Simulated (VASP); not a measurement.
# GaSb (F-43m) in VASP: further runs

GaSb is run at these levels: LDA, PBE; tasks: single point.

Everything below comes from runs of VASP 6.6.1. Logs are shortened: lines on timing, memory, paths and dates and some standing lists are left out, and cuts for length are marked.

## Step 1: The cell of the first run

Symmetry: F-43m, No. 216, cubic system. The conventional cell has a = 6.118 Å, b = 6.118 Å, c = 6.118 Å, α = 90.00°, β = 90.00°, γ = 90.00°. Within 3.5 Å of Ga (site symmetry -43m) lie 4 Sb at 2.65 Å. Within 3.5 Å of Sb (site symmetry -43m) lie 4 Ga at 2.65 Å.

## Step 2: Single point, LDA

The input, INCAR:

```
PREC = Accurate
ENCUT = 520
EDIFF = 1E-7
ISMEAR = -1
SIGMA = 0.08
LREAL = False
LASPH = True
NELM = 100
ALGO = Normal
ISIF = 2
LWAVE = False
LCHARG = True
LELF = True
LVHAR = True
NBANDS = 16
```

The input, KPOINTS:

```
Automatic mesh
0
Gamma
  12 12 12
```

The input, POSCAR:

```
GaSb
1.0
    0.0000000000      3.0590000000      3.0590000000
    3.0590000000      0.0000000000      3.0590000000
    3.0590000000      3.0590000000      0.0000000000
Ga Sb
1 1
Direct
    0.0000000000      0.0000000000      0.0000000000
    0.7500000000      0.7500000000      0.7500000000
```

Potentials or basis: VASP PAW LDA potentials, release 64 (Ga_d, Sb).

Started as:

```console
$ cat potpaw_LDA.64/Ga_d/POTCAR potpaw_LDA.64/Sb/POTCAR > POTCAR
$ mpirun -np 1 vasp_std > vasp.out
```

OUTCAR:

```text
PREC = Accurate
   ENCUT = 520
   EDIFF = 1E-7
   ISMEAR = -1
   LREAL = False
   LASPH = True
   NELM = 100
   ISIF = 2

 ion  position               nearest neighbor table
   1  0.000  0.000  0.000-   2 2.65   2 2.65   2 2.65   2 2.65
   2  0.750  0.750  0.750-   1 2.65   1 2.65   1 2.65   1 2.65

  LATTYP: Found a face centered cubic cell.
 ALAT       =     6.1180000000

  Lattice vectors:

 A1 = (   0.0000000000,   3.0590000000,   3.0590000000)
 A2 = (   3.0590000000,   0.0000000000,   3.0590000000)
 A3 = (   3.0590000000,   3.0590000000,   0.0000000000)

Analysis of symmetry for initial positions (statically):
=====================================================================
 Subroutine PRICEL returns:
 Original cell was already a primitive cell.

 Routine SETGRP: Setting up the symmetry group for a
 face centered cubic supercell.

 Subroutine GETGRP returns: Found 24 space group operations
 (whereof 24 operations were pure point group operations)
 out of a pool of 48 trial point group operations.

The static configuration has the point symmetry T_d .

Analysis of symmetry for dynamics (positions and initial velocities):
=====================================================================
 Subroutine PRICEL returns:
 Original cell was already a primitive cell.

 Routine SETGRP: Setting up the symmetry group for a
 face centered cubic supercell.

 Subroutine GETGRP returns: Found 24 space group operations
 (whereof 24 operations were pure point group operations)
 out of a pool of 48 trial point group operations.

The dynamic configuration has the point symmetry T_d .

 Subroutine INISYM returns: Found 24 space group operations
 (whereof 24 operations are pure point group operations),
 and found     1 'primitive' translations

----------------------------------------------------------------------------------------

                                     Primitive cell

  volume of cell :      57.2491

  direct lattice vectors                    reciprocal lattice vectors
     0.000000000  3.059000000  3.059000000    -0.163452109  0.163452109  0.163452109
     3.059000000  0.000000000  3.059000000     0.163452109 -0.163452109  0.163452109
     3.059000000  3.059000000  0.000000000     0.163452109  0.163452109 -0.163452109

  length of vectors
     4.326079287  4.326079287  4.326079287     0.283107357  0.283107357  0.283107357

  position of ions in fractional coordinates (direct lattice)
     0.000000000  0.000000000  0.000000000
     0.750000000  0.750000000  0.750000000

[... 75 lines left out ...]
   NELM   =    100;   NELMIN=  2; NELMDL= -5     # of ELM steps
   EDIFF  = 0.1E-06   stopping-criterion for ELM
   LREAL  =      F    real-space projection
   EDIFFG = 0.1E-05   stopping-criterion for IOM
   NSW    =      0    number of steps for IOM
   IBRION =     -1    ionic relax: 0-MD 1-quasi-New 2-CG
   NFREE  =      0    steps in history (QN), initial steepest desc. (CG)
   ISIF   =      2    stress and relaxation
   ISYM   =      2    0-nonsym 1-usesym 2-fastsym
   POTIM  = 0.5000    time-step for ionic-motion
   TEBEG  =    0.0;   TEEND  =   0.0 temperature during run
   PSTRESS=    0.0 pullay stress
   NELECT =      18.0000    total number of electrons
   NUPDOWN=      -1.0000    fix difference up-down
   EMIN   =  10.00;   EMAX   =-10.00  energy-range for DOS
   EFERMI =   0.00;   METHOD = LEGACY
   ISMEAR =    -1;   SIGMA  =   0.08  broadening in eV -4-tet -1-fermi 0-gaus
   EFERMI_NEDOS =   21; number of points for ismear=-14 and -15
   IALGO  =     38    algorithm
   IMIX   =      4    mixing-type and parameters
     AMIX     =   0.40;   BMIX     =  1.00
     AMIX_MAG =   1.60;   BMIX_MAG =  1.00
  volume/ion in A,a.u.               =      28.62       193.17
  Fermi-wavevector in a.u.,A,eV,Ry     =   1.113208  2.103657 16.860766  1.239231
  Thomas-Fermi vector in A             =   2.249790
   LORBIT       =      0    0 simple, 1 ext, 2 COOP (PROOUT), +10 PAW based schemes
   GGA     = CA    functional components
   LHFCALC =     F    Hartree Fock is set to
   AEXX    =    0.0000 exact exchange contribution
   IVDW    =     0    specifies the selected vdW correction
   LEPSILON=     F    determine dielectric tensor
   LRPA    =     F    only Hartree local field effects (RPA)
 non-spin polarized calculation
  energy-cutoff  :      520.00
  volume of cell :       57.25
 maximum number of plane-waves:      1572
   NGX = 17   NGY = 17   NGZ = 17

 number of electron      17.9999986 magnetization

 Free energy of the ion-electron system (eV)
  ---------------------------------------------------
  ext. energy  EPLUGINS =         0.00000000
  ---------------------------------------------------
  free energy    TOTEN  =        -8.66569970 eV

  energy without entropy =       -8.66466493  energy(sigma->0) =       -8.66518231

 E-fermi :   4.7987     XC(G=0):  -9.3979

 val. band max:        4.6768611653   @ k =   0.0000   0.0000   0.0000
 cond. band min:       4.9749445668   @ k =   0.5000   0.0000   0.0000
 fundamental gap:      0.2980834015
 Fermi energy:         4.7986641641

 k-point     1 :       0.0000    0.0000    0.0000
  band No.  band energies     occupation
      1     -10.4651      2.00000
      2     -10.4651      2.00000
      3     -10.4651      2.00000
      4     -10.4158      2.00000
      5     -10.4158      2.00000
      6      -6.8399      2.00000
[... 433 lines left out ...]
      3     -10.4513      2.00000
      4     -10.4174      2.00000
      5     -10.4159      2.00000
      6      -5.0282      2.00000
[... 8 lines left out ...]
     15      13.2953      0.00000
     16      13.7080      0.00000

 [... further k-points ...]

------------------------ aborting loop because EDIFF is reached ----------------------------------------

  FORCE on cell =-STRESS in cart. coord.  units (eV):
  Direction    XX          YY          ZZ          XY          YZ          ZX
  --------------------------------------------------------------------------------------
  -------------------------------------------------------------------------------------
  Total       -0.5611301     -0.5611301     -0.5611301      0.0000000      0.0000000     -0.0000000
  in kB      -15.7038359    -15.7038359    -15.7038359      0.0000000      0.0000000     -0.0000000
  external PRESSURE =     -15.7038359 kB  Pullay stress =       0.0000000 kB

 VOLUME and BASIS-vectors are now :
 -----------------------------------------------------------------------------
  energy-cutoff  :      520.00
  volume of cell :       57.25
      direct lattice vectors                 reciprocal lattice vectors
     0.000000000  3.059000000  3.059000000    -0.163452109  0.163452109  0.163452109
     3.059000000  0.000000000  3.059000000     0.163452109 -0.163452109  0.163452109
     3.059000000  3.059000000  0.000000000     0.163452109  0.163452109 -0.163452109

 POSITION                                       TOTAL-FORCE (eV/Angst)
 -----------------------------------------------------------------------------------
      0.00000      0.00000      0.00000        -0.000000     -0.000000     -0.000000
      4.58850      4.58850      4.58850         0.000000      0.000000      0.000000
 -----------------------------------------------------------------------------------
    total drift:                               -0.000000     -0.000000     -0.000000

  FREE ENERGIE OF THE ION-ELECTRON SYSTEM (eV)
  ---------------------------------------------------
  free  energy   TOTEN  =        -8.6656996980 eV

  energy  without entropy=       -8.6646649263  energy(sigma->0) =       -8.66518231
```

OSZICAR:

```text
N       E                     dE             d eps       ncg     rms          rms(c)
DAV:   1     0.823220757611E+02    0.82322E+02   -0.85552E+03  2360   0.136E+03
DAV:   2    -0.222923401478E+01   -0.84551E+02   -0.81592E+02  2696   0.297E+02
DAV:   3    -0.866307779290E+01   -0.64338E+01   -0.64166E+01  2720   0.657E+01
DAV:   4    -0.878256776237E+01   -0.11949E+00   -0.11947E+00  2984   0.998E+00
DAV:   5    -0.878522924700E+01   -0.26615E-02   -0.26615E-02  2840   0.132E+00    0.328E+00
DAV:   6    -0.870013502668E+01    0.85094E-01   -0.70712E-02  3448   0.410E+00    0.190E+00
DAV:   7    -0.866594659701E+01    0.34188E-01   -0.46602E-02  2744   0.165E+00    0.291E-01
DAV:   8    -0.866562067335E+01    0.32592E-03   -0.44627E-03  2800   0.770E-01    0.943E-02
DAV:   9    -0.866570510071E+01   -0.84427E-04   -0.33425E-04  2944   0.157E-01    0.393E-02
DAV:  10    -0.866569767275E+01    0.74280E-05   -0.16229E-05  2976   0.344E-02    0.135E-02
DAV:  11    -0.866569972328E+01   -0.20505E-05   -0.43267E-06  2752   0.184E-02    0.542E-03
DAV:  12    -0.866569969804E+01    0.25236E-07   -0.22284E-07  2872   0.330E-03
   1 F= -.86656997E+01 E0= -.86651823E+01  d E =-.103477E-02
```

It took 37 s on 1 thread of Intel Xeon Platinum 8488C (Sapphire Rapids), shared host; peak memory 0.2 GiB.

What came out:

```
Free energy            : -8.6657 eV
Pressure               : -1.6 GPa
Band gap on the k mesh : zero (filled and empty bands touch)
```

Caveat: semilocal functionals underestimate gaps, so a narrow gap can read as zero; spin-orbit coupling is left out, which moves the levels of the heavy elements.

## Step 3: Single point, PBE, non-collinear spin, zero start, spin-orbit coupling

The input, INCAR:

```
PREC = Accurate
ENCUT = 520
EDIFF = 1E-6
ISMEAR = -1
SIGMA = 0.08
LREAL = F
LASPH = T
NELM = 150
ALGO = Normal
ISIF = 2
LWAVE = F
LCHARG = F
MAGMOM = 0 0 0 0 0 0
LORBIT = 11
LSORBIT = T
GGA_COMPAT = F
LORBMOM = T
GGA = PE
NBANDS = 30
```

The input, KPOINTS:

```
regular mesh
0
Gamma
  12 12 12
```

POSCAR is that of step 2.

Potentials or basis: VASP PAW PBE potentials, release 64 (Ga_d, Sb).

Started as:

```console
$ cat potpaw_PBE.64/Ga_d/POTCAR potpaw_PBE.64/Sb/POTCAR > POTCAR
$ mpirun -np 1 vasp_ncl > vasp.out
```

It took 4.5 min on 1 thread of Intel Xeon Platinum 8488C (Sapphire Rapids), shared host; peak memory 0.5 GiB.

Results (log left out):

```
Free energy                                           : -7.4202 eV
Pressure                                              : 2.5 GPa
Net moment                                            : 0.00 μB per cell
Valence electrons inside the program's atomic spheres : Ga 11.64; Sb 2.50
```

Moments on the atoms (μB; x, y, z):
```
Ga  0.00 0.00 0.00
Sb  0.00 0.00 0.00
```
